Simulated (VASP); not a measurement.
# Si (P1) in VASP: single point with LDA

Aim: the single point of Si with LDA.

Everything below comes from runs of VASP 6.6.1. Logs are shortened: lines on timing, memory, paths and dates and some standing lists are left out, and cuts for length are marked.

### 1 The cell of the first run

The typed cell holds 4 atoms: a = 3.781 Å, b = 3.823 Å, c = 6.232 Å, α = 92.06°, β = 88.10°, γ = 119.31°.

### 2 Single point, LDA (atoms moved at random and the cell strained at random)

The input, INCAR:

```
SYSTEM = Si
  ALGO = Normal
  EDIFF = 1E-6
  ENCUT = 500
  GGA_COMPAT = .FALSE.
  ISIF = 2
  ISMEAR = 0
  LASPH = .TRUE.
  LCHARG = .TRUE.
  LELF = .TRUE.
  LREAL = .FALSE.
  LVHAR = .TRUE.
  LWAVE = .FALSE.
  NBANDS = 16
  NELM = 120
  PREC = Accurate
  SIGMA = 0.03
```

The input, KPOINTS:

```
k-points
0
G
  12 12 6
  0 0 0
```

The input, POSCAR:

```
Si
1.0
    3.7803108686      0.0111951733      0.0626910166
   -1.8804601299      3.3281167705     -0.0684298760
    0.1037017011     -0.0708338447      6.2307140559
Si
4
Direct
    0.3416399856      0.6846154096      0.0628913599
    0.6687516368      0.3439801005      0.5593327598
    0.3217235442      0.6402141762      0.4418002642
    0.6678848334      0.3311903136      0.9359756161
```

Potentials or basis: VASP PAW LDA potentials, release 64 (Si).

Started as:

```bash
$ cat potpaw_LDA.64/Si/POTCAR > POTCAR
$ mpirun -np 1 vasp_std > vasp.out
```

OUTCAR:

```text
SYSTEM = Si
   EDIFF = 1E-6
   ENCUT = 500
   ISIF = 2
   ISMEAR = 0
   LASPH = .TRUE.
   LREAL = .FALSE.
   NELM = 120
   PREC = Accurate

 ion  position               nearest neighbor table
   1  0.342  0.685  0.063-   4 2.31   4 2.34   3 2.37   4 2.37
   2  0.669  0.344  0.559-   3 2.26   3 2.26   4 2.35   3 2.44
   3  0.322  0.640  0.442-   2 2.26   2 2.26   1 2.37   2 2.44
   4  0.668  0.331  0.936-   1 2.31   1 2.34   2 2.35   1 2.37

  LATTYP: Found a triclinic cell.
 ALAT       =     3.8232413194
 B/A-ratio  =     1.0048896713
 C/A-ratio  =     1.6300251620
 COS(alpha) =     0.0031439739
 COS(beta)  =     0.0359734827
 COS(gamma) =     0.5134182228

  Lattice vectors:

 A1 = (  -1.8804601299,   3.3281167705,  -0.0684298760)
 A2 = (   1.8998507387,   3.3393119438,  -0.0057388594)
 A3 = (  -0.1037017011,   0.0708338447,  -6.2307140559)

Analysis of symmetry for initial positions (statically):
=====================================================================
 Subroutine PRICEL returns:
 Original cell was already a primitive cell.

 Routine SETGRP: Setting up the symmetry group for a
 triclinic supercell.

 Subroutine GETGRP returns: Found  1 space group operations
 (whereof  1 operations were pure point group operations)
 out of a pool of  2 trial point group operations.

The static configuration has the point symmetry C_1 .

Analysis of symmetry for dynamics (positions and initial velocities):
=====================================================================
 Subroutine PRICEL returns:
 Original cell was already a primitive cell.

 Routine SETGRP: Setting up the symmetry group for a
 triclinic supercell.

 Subroutine GETGRP returns: Found  1 space group operations
 (whereof  1 operations were pure point group operations)
 out of a pool of  2 trial point group operations.

The dynamic configuration has the point symmetry C_1 .

 Subroutine INISYM returns: Found  1 space group operations
 (whereof  1 operations are pure point group operations),
 and found     1 'primitive' translations

----------------------------------------------------------------------------------------

                                     Primitive cell

  volume of cell :      78.4901

  direct lattice vectors                    reciprocal lattice vectors
     3.780310869  0.011195173  0.062691017     0.264131485  0.149184657 -0.002700102
    -1.880460130  3.328116770 -0.068429876    -0.000945273  0.300006576  0.003426356
     0.103701701 -0.070833845  6.230714056    -0.002667970  0.001793835  0.160560046

  length of vectors
     3.780847228  3.823241319  6.231979551     0.303362479  0.300027630  0.160592230

  position of ions in fractional coordinates (direct lattice)
     0.341639986  0.684615410  0.062891360
     0.668751637  0.343980100  0.559332760
     0.321723544  0.640214176  0.441800264
     0.667884833  0.331190314  0.935975616

  ion indices of the primitive-cell ions
   primitive index   ion index
                 1           1
                 2           2
                 3           3
                 4           4

----------------------------------------------------------------------------------------

 KPOINTS: k-points

Automatic generation of k-mesh.
 Grid dimensions read from file:
 generate k-points for:   12   12    6

 Generating k-lattice:

  Cartesian coordinates                     Fractional coordinates (reciprocal lattice)
     0.022010957  0.012432055 -0.000225008     0.083333333  0.000000000 -0.000000000
    -0.000078773  0.025000548  0.000285530    -0.000000000  0.083333333 -0.000000000
    -0.000444662  0.000298973  0.026760008     0.000000000 -0.000000000  0.166666667

  Length of vectors
     0.025280207  0.025002303  0.026765372

  Shift w.r.t. Gamma in fractional coordinates (k-lattice)
     0.000000000  0.000000000  0.000000000

 Subroutine IBZKPT returns following result:
 ===========================================

 Found    436 irreducible k-points:

 Following reciprocal coordinates:
            Coordinates               Weight
  0.000000  0.000000  0.000000      1.000000
  0.083333  0.000000  0.000000      2.000000
  0.166667  0.000000  0.000000      2.000000
  0.250000  0.000000  0.000000      2.000000
  0.333333 -0.000000 -0.000000      2.000000
  0.416667  0.000000  0.000000      2.000000
[... 16 lines left out ...]
  0.250000  0.166667 -0.000000      2.000000
  0.333333  0.166667  0.000000      2.000000
 [... further k-points ...]
   k-points           NKPTS =    436   k-points in BZ     NKDIM =    436   number of bands    NBANDS=     16
   number of dos      NEDOS =    301   number of ions     NIONS =      4
   total plane-waves  NPLWV =  37632
   dimension x,y,z NGX =    28 NGY =   28 NGZ =   48
   dimension x,y,z NGXF=    56 NGYF=   56 NGZF=   96
   ions per type =               4
   NGX,Y,Z   is equivalent  to a cutoff of  12.31, 12.18, 12.80 a.u.
   NGXF,Y,Z  is equivalent  to a cutoff of  24.62, 24.35, 25.61 a.u.
 SYSTEM =  Si
   PREC   = accura    normal or accurate (medium, high low for compatibility)
   ISTART =      0    job   : 0-new  1-cont  2-samecut
   ICHARG =      2    charge: 1-file 2-atom 10-const
   ISPIN  =      1    spin polarized calculation?
   LNONCOLLINEAR =      F non collinear calculations
   LSORBIT =      F    spin-orbit coupling
   LASPH  =      T    aspherical Exc in radial PAW
   ENCUT  =  500.0 eV  36.75 Ry    6.06 a.u.   6.89  6.97 11.36*2*pi/ulx,y,z
   NELM   =    120;   NELMIN=  2; NELMDL= -5     # of ELM steps
   EDIFF  = 0.1E-05   stopping-criterion for ELM
   LREAL  =      F    real-space projection
   EDIFFG = 0.1E-04   stopping-criterion for IOM
   NSW    =      0    number of steps for IOM
   IBRION =     -1    ionic relax: 0-MD 1-quasi-New 2-CG
   NFREE  =      0    steps in history (QN), initial steepest desc. (CG)
   ISIF   =      2    stress and relaxation
   ISYM   =      2    0-nonsym 1-usesym 2-fastsym
   POTIM  = 0.5000    time-step for ionic-motion
   TEBEG  =    0.0;   TEEND  =   0.0 temperature during run
   PSTRESS=    0.0 pullay stress
   NELECT =      16.0000    total number of electrons
   NUPDOWN=      -1.0000    fix difference up-down
   EMIN   =  10.00;   EMAX   =-10.00  energy-range for DOS
   EFERMI =   0.00;   METHOD = LEGACY
   ISMEAR =     0;   SIGMA  =   0.03  broadening in eV -4-tet -1-fermi 0-gaus
   EFERMI_NEDOS =   21; number of points for ismear=-14 and -15
   IALGO  =     38    algorithm
   IMIX   =      4    mixing-type and parameters
     AMIX     =   0.40;   BMIX     =  1.00
     AMIX_MAG =   1.60;   BMIX_MAG =  1.00
  volume/ion in A,a.u.               =      19.62       132.42
  Fermi-wavevector in a.u.,A,eV,Ry     =   0.963481  1.820716 12.630235  0.928296
  Thomas-Fermi vector in A             =   2.093030
   LORBIT       =      0    0 simple, 1 ext, 2 COOP (PROOUT), +10 PAW based schemes
   GGA     = CA    functional components
   LHFCALC =     F    Hartree Fock is set to
   AEXX    =    0.0000 exact exchange contribution
   IVDW    =     0    specifies the selected vdW correction
   LEPSILON=     F    determine dielectric tensor
   LRPA    =     F    only Hartree local field effects (RPA)
 non-spin polarized calculation
 Gauss-broadening in eV      SIGMA  =   0.03
  energy-cutoff  :      500.00
  volume of cell :       78.49
 maximum number of plane-waves:      2009
   NGX = 13   NGY = 13   NGZ = 23

 number of electron      16.0000000 magnetization

 Free energy of the ion-electron system (eV)
  ---------------------------------------------------
  ext. energy  EPLUGINS =         0.00000000
  ---------------------------------------------------
  free energy    TOTEN  =       -23.64659760 eV

  energy without entropy =      -23.64656488  energy(sigma->0) =      -23.64658124

 E-fermi :   6.3664     XC(G=0):  -9.6794

 val. band max:        6.3348197895   @ k =   0.5000   0.5000   0.0000
 cond. band min:       6.3848071812   @ k =   0.5000   0.0000   0.0000
 fundamental gap:      0.0499873917
 Fermi energy:         6.3663576455

 k-point     1 :       0.0000    0.0000    0.0000
  band No.  band energies     occupation
      1      -6.1471      2.00000
      2      -3.7560      2.00000
      3      -1.0380      2.00000
      4       4.4618      2.00000
      5       4.6520      2.00000
      6       5.7819      2.00000
[... 8 lines left out ...]
     15      10.5529      0.00000
     16      12.1529      0.00000

 k-point     2 :       0.0833    0.0000    0.0000
  band No.  band energies     occupation
      1      -6.0645      2.00000
      2      -3.6728      2.00000
      3      -0.9904      2.00000
      4       3.8151      2.00000
      5       4.4319      2.00000
      6       5.5770      2.00000
[... 8 lines left out ...]
     15      10.6956      0.00000
     16      11.6620      0.00000

 k-point     3 :       0.1667    0.0000    0.0000
  band No.  band energies     occupation
      1      -5.8187      2.00000
      2      -3.4250      2.00000
      3      -0.8756      2.00000
      4       2.6308      2.00000
      5       3.9721      2.00000
      6       4.4350      2.00000
[... 8 lines left out ...]
     15      11.4482      0.00000
     16      11.7820      0.00000

 k-point     4 :       0.2500    0.0000    0.0000
  band No.  band energies     occupation
      1      -5.4167      2.00000
      2      -3.0192      2.00000
      3      -0.8285      2.00000
      4       1.5934      2.00000
      5       2.9817      2.00000
      6       3.7078      2.00000
[... 8 lines left out ...]
     15      12.1000      0.00000
     16      12.5518      0.00000
[... 324 lines left out ...]
 k-point    22 :       0.1667    0.1667    0.0000
  band No.  band energies     occupation
      1      -5.2107      2.00000
      2      -2.8092      2.00000
      3      -0.8632      2.00000
      4       1.5763      2.00000
      5       2.5156      2.00000
      6       2.8413      2.00000
[... 8 lines left out ...]
     15      11.3213      0.00000
     16      12.6816      0.00000

 k-point    23 :       0.2500    0.1667   -0.0000
  band No.  band energies     occupation
      1      -4.6853      2.00000
      2      -2.2847      2.00000
      3      -1.2283      2.00000
      4       1.3723      2.00000
      5       1.6546      2.00000
      6       2.1772      2.00000
[... 8 lines left out ...]
     15      12.5317      0.00000
     16      13.0111      0.00000

 k-point    24 :       0.3333    0.1667    0.0000
  band No.  band energies     occupation
      1      -4.0707      2.00000
      2      -1.9964      2.00000
      3      -1.5604      2.00000
      4       0.7099      2.00000
      5       1.4116      2.00000
      6       2.0502      2.00000
[... 8 lines left out ...]
     15      12.7847      0.00000
     16      12.8361      0.00000

 [... further k-points ...]
[... 5 lines left out ...]
  --------------------------------------------------------------------------------------
  -------------------------------------------------------------------------------------
  Total        1.5016926     -1.1191669      0.4913189     -0.2577267     -0.4552622     -0.7891685
  in kB       30.6532791    -22.8449794     10.0290405     -5.2608435     -9.2930325    -16.1088905
  external PRESSURE =       5.9457801 kB  Pullay stress =       0.0000000 kB

 VOLUME and BASIS-vectors are now :
 -----------------------------------------------------------------------------
  energy-cutoff  :      500.00
  volume of cell :       78.49
      direct lattice vectors                 reciprocal lattice vectors
     3.780310869  0.011195173  0.062691017     0.264131485  0.149184657 -0.002700102
    -1.880460130  3.328116770 -0.068429876    -0.000945273  0.300006576  0.003426356
     0.103701701 -0.070833845  6.230714056    -0.002667970  0.001793835  0.160560046

 POSITION                                       TOTAL-FORCE (eV/Angst)
 -----------------------------------------------------------------------------------
      0.01064      2.27785      0.36643        -0.116420     -0.639995      0.109076
      1.93925      1.11267      3.50343         0.093851     -1.470243      0.472832
      0.05813      2.10301      2.72909        -0.090573      1.527915     -0.635397
      1.99908      1.04342      5.85100         0.113141      0.582324      0.053489
 -----------------------------------------------------------------------------------
    total drift:                               -0.000034     -0.000016     -0.000045

  FREE ENERGIE OF THE ION-ELECTRON SYSTEM (eV)
  ---------------------------------------------------
  free  energy   TOTEN  =       -23.6465976036 eV

  energy  without entropy=      -23.6465648760  energy(sigma->0) =      -23.64658124
```

Wall time 7.1 min (1 thread of Oxide Virtual Turin-like, shared host); peak memory 0.4 GiB.

What came out:

| Item | Value |
| --- | --- |
| Free energy | -23.6466 eV |
| Pressure | 0.6 GPa |
| Largest force | 1.657 eV/Å |
| Band gap on the k mesh | zero (bands 8 and 9 overlap by 0.19 eV) |

Forces in eV/Å, atoms in the order of the input:
```
Si  -0.116 -0.640  0.109
Si   0.094 -1.470  0.473
Si  -0.091  1.528 -0.635
Si   0.113  0.582  0.053
```

Stress tensor (GPa, compression positive):
```
 3.07 -0.53 -1.61
-0.53 -2.28 -0.93
-1.61 -0.93  1.00
```

Caveat: the cell differs from its parent crystal (atoms moved at random and the cell strained at random); the stress differs along the axes, from -2 to 3 GPa; semilocal functionals underestimate gaps, and a narrow one can read as zero; forces of over 1 eV/Å act on the atoms, so gaps and moduli don't describe the material at rest.

The gap in the log of VASP goes by the Fermi energy; the results here count the filled bands.